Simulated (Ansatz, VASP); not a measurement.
# Sr: VASP beside Ansatz

```
CELL_PARAMETERS angstrom
4.26447 0.00000 0.00000
-2.13224 3.69314 0.00000
0.00000 0.00000 13.97554
ATOMIC_POSITIONS crystal
Sr 0.00000 0.00000 0.00000
Sr 0.33333 0.66667 0.25000
Sr 0.00000 0.00000 0.50000
Sr 0.66667 0.33333 0.75000
```

Alike in both runs: functional PBE; k mesh 12 × 12 × 4; occupations gaussian, width 0.1 eV; no spin polarisation.

Ansatz relaxed the structure, and its values are those at the end. VASP's run is a single point on that final structure, the one shown.

|  | VASP | Ansatz |
| --- | --- | --- |
| version | VASP 6.6.1 | Ansatz 0.2.0 |
| potentials or method | VASP PAW PBE potentials, release 64 (Sr_sv), cutoff 520 eV | scalar-relativistic, plane waves, PAW |
| valence electrons in the cell | 40 | 40 |

|  | VASP | Ansatz | Ansatz less VASP |
| --- | --- | --- | --- |
| gap on the k mesh at the Fermi level (eV) | none | none | - |
| pressure (GPa) | 0.0 | 0.0 | 0.00 |

A gap of «none» marks a metal or a gap that the smearing closes. The functional is the same, so the differences come from potentials, cutoffs and numerics.
